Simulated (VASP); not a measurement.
# BN (P6_3/mmc) in VASP: further runs

The runs below take BN through single point, with PBE.

Everything below comes from runs of VASP 6.6.1. Logs are shortened: lines on timing, memory, paths and dates and some standing lists are left out, and cuts for length are marked.

**1. The cell of the first run**

It takes space group P6_3/mmc (No. 194, hexagonal). Conventional cell: a = 2.501 Å, b = 2.501 Å, c = 6.524 Å, α = 90.00°, β = 90.00°, γ = 120.00°. B (site symmetry -6m2) has 3 N at 1.44 Å within 1.9 Å. N (site symmetry -6m2) has 3 B at 1.44 Å within 1.9 Å.

**2. Single point, PBE**

Input file INCAR:

```
SYSTEM = BN
PREC = Accurate
ENCUT = 520
EDIFF = 1E-7
ISMEAR = 0
SIGMA = 0.01
LREAL = .False.
LASPH = .True.
NELM = 80
ALGO = Normal
ISIF = 2
LWAVE = .False.
LCHARG = .False.
GGA = PE
NBANDS = 16
```

Input file KPOINTS:

```
regular mesh
0
Gamma
  6 6 2
  0 0 0
```

Input file POSCAR:

```
BN
1.0
    2.5005826212      0.0000000000      0.0000000000
   -1.2502913106      2.1655680743      0.0000000000
    0.0000000000      0.0000000000      6.5236378854
B N
2 2
Direct
    0.3333333333      0.6666666667      0.2500000000
    0.6666666667      0.3333333333      0.7500000000
    0.3333333333      0.6666666667      0.7500000000
    0.6666666667      0.3333333333      0.2500000000
```

Potentials or basis: VASP PAW PBE potentials, release 64 (B, N).

Command:

```console
$ cat potpaw_PBE.64/B/POTCAR potpaw_PBE.64/N/POTCAR > POTCAR
$ mpirun -np 1 vasp_std > vasp.out
```

OUTCAR:

```text
SYSTEM = BN
   PREC = Accurate
   ENCUT = 520
   EDIFF = 1E-7
   ISMEAR = 0
   LREAL = .False.
   LASPH = .True.
   NELM = 80
   ISIF = 2
   GGA = PE

 ion  position               nearest neighbor table
   1  0.333  0.667  0.250-   4 1.44   4 1.44   4 1.44
   2  0.667  0.333  0.750-   3 1.44   3 1.44   3 1.44
   3  0.333  0.667  0.750-   2 1.44   2 1.44   2 1.44
   4  0.667  0.333  0.250-   1 1.44   1 1.44   1 1.44

  LATTYP: Found a hexagonal cell.
 ALAT       =     2.5005826212
 C/A-ratio  =     2.6088471663

  Lattice vectors:

 A1 = (   2.5005826212,   0.0000000000,   0.0000000000)
 A2 = (  -1.2502913106,   2.1655680743,   0.0000000000)
 A3 = (   0.0000000000,   0.0000000000,   6.5236378854)

Analysis of symmetry for initial positions (statically):
=====================================================================
 Subroutine PRICEL returns:
 Original cell was already a primitive cell.

 Routine SETGRP: Setting up the symmetry group for a
 hexagonal supercell.

 Subroutine GETGRP returns: Found 24 space group operations
 (whereof 12 operations were pure point group operations)
 out of a pool of 24 trial point group operations.

The static configuration has the point symmetry D_3d.
 The point group associated with its full space group is D_6h.

Analysis of symmetry for dynamics (positions and initial velocities):
=====================================================================
 Subroutine PRICEL returns:
 Original cell was already a primitive cell.

 Routine SETGRP: Setting up the symmetry group for a
 hexagonal supercell.

 Subroutine GETGRP returns: Found 24 space group operations
 (whereof 12 operations were pure point group operations)
 out of a pool of 24 trial point group operations.

The dynamic configuration has the point symmetry D_3d.
 The point group associated with its full space group is D_6h.

 Subroutine INISYM returns: Found 24 space group operations
 (whereof 12 operations are pure point group operations),
 and found     1 'primitive' translations

----------------------------------------------------------------------------------------

                                     Primitive cell

  volume of cell :      35.3267

  direct lattice vectors                    reciprocal lattice vectors
     2.500582621  0.000000000  0.000000000     0.399906802  0.230886300  0.000000000
    -1.250291311  2.165568074  0.000000000     0.000000000  0.461772600  0.000000000
     0.000000000  0.000000000  6.523637885     0.000000000  0.000000000  0.153288704

  length of vectors
     2.500582621  2.500582621  6.523637885     0.461772600  0.461772600  0.153288704

  position of ions in fractional coordinates (direct lattice)
     0.333333333  0.666666667  0.250000000
     0.666666667  0.333333333  0.750000000
     0.333333333  0.666666667  0.750000000
     0.666666667  0.333333333  0.250000000

  ion indices of the primitive-cell ions
   primitive index   ion index
                 1           1
                 2           2
                 3           3
                 4           4

----------------------------------------------------------------------------------------

 KPOINTS: regular mesh

Automatic generation of k-mesh.
 Grid dimensions read from file:
 generate k-points for:    6    6    2

 Generating k-lattice:

  Cartesian coordinates                     Fractional coordinates (reciprocal lattice)
     0.066651134  0.038481050  0.000000000     0.166666667  0.000000000  0.000000000
     0.000000000  0.076962100  0.000000000     0.000000000  0.166666667  0.000000000
     0.000000000  0.000000000  0.076644352     0.000000000  0.000000000  0.500000000

  Length of vectors
     0.076962100  0.076962100  0.076644352

  Shift w.r.t. Gamma in fractional coordinates (k-lattice)
     0.000000000  0.000000000  0.000000000

 Subroutine IBZKPT returns following result:
 ===========================================

 Found     14 irreducible k-points:

 Following reciprocal coordinates:
            Coordinates               Weight
  0.000000  0.000000  0.000000      1.000000
  0.166667  0.000000  0.000000      6.000000
  0.333333  0.000000  0.000000      6.000000
  0.500000  0.000000  0.000000      3.000000
  0.166667  0.166667  0.000000      6.000000
  0.333333  0.166667  0.000000     12.000000
  0.333333  0.333333  0.000000      2.000000
  0.000000  0.000000  0.500000      1.000000
  0.166667  0.000000  0.500000      6.000000
  0.333333  0.000000  0.500000      6.000000
  0.500000  0.000000  0.500000      3.000000
  0.166667  0.166667  0.500000      6.000000
  0.333333  0.166667  0.500000     12.000000
  0.333333  0.333333  0.500000      2.000000
   k-points           NKPTS =     14   k-points in BZ     NKDIM =     14   number of bands    NBANDS=     16
   number of dos      NEDOS =    301   number of ions     NIONS =      4
   total plane-waves  NPLWV =  20000
   dimension x,y,z NGX =    20 NGY =   20 NGZ =   50
   dimension x,y,z NGXF=    40 NGYF=   40 NGZF=  100
   ions per type =               2   2
   NGX,Y,Z   is equivalent  to a cutoff of  13.30, 13.30, 12.74 a.u.
   NGXF,Y,Z  is equivalent  to a cutoff of  26.59, 26.59, 25.48 a.u.
 SYSTEM =  BN
   PREC   = accura    normal or accurate (medium, high low for compatibility)
   ISTART =      0    job   : 0-new  1-cont  2-samecut
   ICHARG =      2    charge: 1-file 2-atom 10-const
   ISPIN  =      1    spin polarized calculation?
   LNONCOLLINEAR =      F non collinear calculations
   LSORBIT =      F    spin-orbit coupling
   LASPH  =      T    aspherical Exc in radial PAW
   ENCUT  =  520.0 eV  38.22 Ry    6.18 a.u.   4.65  4.65 12.13*2*pi/ulx,y,z
   NELM   =     80;   NELMIN=  2; NELMDL= -5     # of ELM steps
   EDIFF  = 0.1E-06   stopping-criterion for ELM
   LREAL  =      F    real-space projection
   EDIFFG = 0.1E-05   stopping-criterion for IOM
   NSW    =      0    number of steps for IOM
   IBRION =     -1    ionic relax: 0-MD 1-quasi-New 2-CG
   NFREE  =      0    steps in history (QN), initial steepest desc. (CG)
   ISIF   =      2    stress and relaxation
   ISYM   =      2    0-nonsym 1-usesym 2-fastsym
   POTIM  = 0.5000    time-step for ionic-motion
   TEBEG  =    0.0;   TEEND  =   0.0 temperature during run
   PSTRESS=    0.0 pullay stress
   NELECT =      16.0000    total number of electrons
   NUPDOWN=      -1.0000    fix difference up-down
   EMIN   =  10.00;   EMAX   =-10.00  energy-range for DOS
   EFERMI =   0.00;   METHOD = LEGACY
   ISMEAR =     0;   SIGMA  =   0.01  broadening in eV -4-tet -1-fermi 0-gaus
   EFERMI_NEDOS =   21; number of points for ismear=-14 and -15
   IALGO  =     38    algorithm
   IMIX   =      4    mixing-type and parameters
     AMIX     =   0.40;   BMIX     =  1.00
     AMIX_MAG =   1.60;   BMIX_MAG =  1.00
  volume/ion in A,a.u.               =       8.83        59.60
  Fermi-wavevector in a.u.,A,eV,Ry     =   1.257227  2.375815 21.505653  1.580621
  Thomas-Fermi vector in A             =   2.390897
   LORBIT       =      0    0 simple, 1 ext, 2 COOP (PROOUT), +10 PAW based schemes
   GGA     = PE    functional components
   LHFCALC =     F    Hartree Fock is set to
   AEXX    =    0.0000 exact exchange contribution
   IVDW    =     0    specifies the selected vdW correction
   LEPSILON=     F    determine dielectric tensor
   LRPA    =     F    only Hartree local field effects (RPA)
 non-spin polarized calculation
 Gauss-broadening in eV      SIGMA  =   0.01
  energy-cutoff  :      520.00
  volume of cell :       35.33
 maximum number of plane-waves:       973
 NGX is ok and might be reduce to    20
   NGX =  9   NGY =  9   NGZ = 25

 number of electron      15.9999997 magnetization

 Free energy of the ion-electron system (eV)
  ---------------------------------------------------
  ext. energy  EPLUGINS =         0.00000000
  ---------------------------------------------------
  free energy    TOTEN  =       -35.13517225 eV

  energy without entropy =      -35.13517225  energy(sigma->0) =      -35.13517225

 E-fermi :   2.4937     XC(G=0): -10.1953

 val. band max:        2.4344614273   @ k =   0.3333   0.3333   0.5000
 cond. band min:       6.6935618897   @ k =   0.5000   0.0000   0.0000
 fundamental gap:      4.2591004624
 Fermi energy:         2.4937411660

 k-point     1 :       0.0000    0.0000    0.0000
  band No.  band energies     occupation
      1     -15.4071      2.00000
      2     -15.0708      2.00000
      3      -3.8780      2.00000
      4      -1.5668      2.00000
      5       1.1096      2.00000
      6       1.1096      2.00000
[... 8 lines left out ...]
     15      14.8259      0.00000
     16      15.5266      0.00000

 k-point     2 :       0.1667    0.0000    0.0000
  band No.  band energies     occupation
      1     -14.8674      2.00000
      2     -14.5521      2.00000
      3      -3.1346      2.00000
      4      -0.9085      2.00000
      5      -0.8703      2.00000
      6      -0.8208      2.00000
[... 8 lines left out ...]
     15      16.3581      0.00000
     16      16.4237      0.00000

 k-point     3 :       0.3333    0.0000    0.0000
  band No.  band energies     occupation
      1     -13.4086      2.00000
      2     -13.1665      2.00000
      3      -4.4730      2.00000
      4      -4.3771      2.00000
      5      -1.1587      2.00000
      6      -1.0866      2.00000
[... 8 lines left out ...]
     15      18.2539      0.00000
     16      21.0539      0.00000

 k-point     4 :       0.5000    0.0000    0.0000
  band No.  band energies     occupation
      1     -12.1799      2.00000
      2     -12.0977      2.00000
      3      -6.4847      2.00000
      4      -6.4115      2.00000
      5      -1.7162      2.00000
      6      -1.6398      2.00000
[... 8 lines left out ...]
     15      17.8016      0.00000
     16      21.6163      0.00000
[... 134 lines left out ...]
 k-point    12 :       0.1667    0.1667    0.5000
  band No.  band energies     occupation
      1     -13.7243      2.00000
      2     -13.7243      2.00000
      3      -3.0732      2.00000
      4      -3.0732      2.00000
      5      -1.4741      2.00000
      6      -1.4741      2.00000
[... 8 lines left out ...]
     15      17.4978      0.00000
     16      17.4978      0.00000

 k-point    13 :       0.3333    0.1667    0.5000
  band No.  band energies     occupation
      1     -12.2317      2.00000
      2     -12.2317      2.00000
      3      -5.6263      2.00000
      4      -5.6263      2.00000
      5      -2.8608      2.00000
      6      -2.8608      2.00000
[... 8 lines left out ...]
     15      18.7379      0.00000
     16      18.7379      0.00000

 k-point    14 :       0.3333    0.3333    0.5000
  band No.  band energies     occupation
      1     -11.5514      2.00000
      2     -11.5514      2.00000
      3      -5.4777      2.00000
      4      -5.4777      2.00000
      5      -4.7199      2.00000
      6      -4.7199      2.00000
[... 8 lines left out ...]
     15      20.2254      0.00000
     16      20.2257      0.00000

------------------------ aborting loop because EDIFF is reached ----------------------------------------

  FORCE on cell =-STRESS in cart. coord.  units (eV):
  Direction    XX          YY          ZZ          XY          YZ          ZX
  --------------------------------------------------------------------------------------
  -------------------------------------------------------------------------------------
  Total        1.1757885      1.1757885      0.7765602      0.0000000      0.0000000      0.0000000
  in kB       53.3257394     53.3257394     35.2194706      0.0000000      0.0000000      0.0000000
  external PRESSURE =      47.2903165 kB  Pullay stress =       0.0000000 kB

 VOLUME and BASIS-vectors are now :
 -----------------------------------------------------------------------------
  energy-cutoff  :      520.00
  volume of cell :       35.33
      direct lattice vectors                 reciprocal lattice vectors
     2.500582621  0.000000000  0.000000000     0.399906802  0.230886300  0.000000000
    -1.250291311  2.165568074  0.000000000     0.000000000  0.461772600  0.000000000
     0.000000000  0.000000000  6.523637885     0.000000000  0.000000000  0.153288704

 POSITION                                       TOTAL-FORCE (eV/Angst)
 -----------------------------------------------------------------------------------
     -0.00000      1.44371      1.63091        -0.000000     -0.000000      0.000000
      1.25029      0.72186      4.89273         0.000000     -0.000000      0.000000
     -0.00000      1.44371      4.89273        -0.000000      0.000000      0.000000
      1.25029      0.72186      1.63091         0.000000      0.000000      0.000000
 -----------------------------------------------------------------------------------
    total drift:                               -0.000000      0.000000      0.000000

  FREE ENERGIE OF THE ION-ELECTRON SYSTEM (eV)
  ---------------------------------------------------
  free  energy   TOTEN  =       -35.1351722545 eV

  energy  without entropy=      -35.1351722545  energy(sigma->0) =      -35.13517225
```

It took 12 s on 1 thread of Intel Xeon 8259CL, shared host; peak memory 0.14 GiB.

Results:

* Free energy: -35.1352 eV
* Pressure: 4.7 GPa
* Band gap on the k mesh: 4.26 eV (least direct gap 4.65 eV)

Stress tensor (GPa, compression positive):
```
5.33 0.00 0.00
0.00 5.33 0.00
0.00 0.00 3.52
```

Levels at points of the mesh, in eV from the valence-band top:
```tsv
k point	band 4	band 5	band 6	band 7	band 8	band 9	band 10	band 11	band 12	band 13
(0.00, 0.00, 0.00)	-4.00	-1.32	-1.32	-1.28	-1.28	5.38	10.54	11.58	11.58	11.72
(0.50, 0.00, 0.00)	-8.85	-4.15	-4.07	-1.50	-0.39	4.26	5.74	9.59	9.99	12.82
(0.00, 0.00, 0.50)	-5.29	-1.30	-1.30	-1.30	-1.30	7.85	7.85	11.65	11.65	11.65
(0.50, 0.00, 0.50)	-8.89	-4.11	-4.11	-0.92	-0.92	4.74	4.74	9.98	9.98	13.72
```

Caveat: the k points lie up to 0.48 Å⁻¹ apart; this functional lacks dispersion, which binds the layers, so the pressure and a relaxed spacing across them are unreliable.

**3. Single point, PBE**

Input file INCAR:

```
ALGO = Normal
EDIFF = 1E-7
ENCUT = 520
GGA = PE
ISIF = 2
ISMEAR = 0
LASPH = True
LCHARG = False
LREAL = False
LWAVE = False
NBANDS = 16
NELM = 100
PREC = Accurate
SIGMA = 0.01
```

Input file KPOINTS:

```
k-points
0
Gamma
  6 6 2
```

POSCAR is that of step 2.

Potentials or basis: VASP PAW PBE potentials, release 64 (B, N).

Command:

```console
$ cat potpaw_PBE.64/B/POTCAR potpaw_PBE.64/N/POTCAR > POTCAR
$ mpirun -np 1 vasp_std > vasp.out
```

It took 10 s on 1 thread of Intel Xeon 8259CL, shared host; peak memory 0.14 GiB.

The run converged. Its results:

```yaml
Free_energy: -35.1352 eV
Pressure: 4.7 GPa
Band_gap_on_the_k_mesh: 4.26 eV (least direct gap 4.65 eV)
```

Stress tensor (GPa, compression positive):
```
5.33 0.00 0.00
0.00 5.33 0.00
0.00 0.00 3.52
```

Levels at points of the mesh, in eV from the valence-band top:
```
           k point  band 6  band 7  band 8  band 9  band 10  band 11
(0.00, 0.00, 0.00)   -1.32   -1.28   -1.28    5.38    10.54    11.58
(0.50, 0.00, 0.00)   -4.07   -1.50   -0.39    4.26     5.74     9.59
(0.00, 0.00, 0.50)   -1.30   -1.30   -1.30    7.85     7.85    11.65
(0.50, 0.00, 0.50)   -4.11   -0.92   -0.92    4.74     4.74     9.98
```

Caveat: the k points lie up to 0.48 Å⁻¹ apart; this functional lacks dispersion, which binds the layers, so the pressure and a relaxed spacing across them are unreliable. Expect the measured gap to be larger: semilocal functionals such as PBE lack the derivative discontinuity.
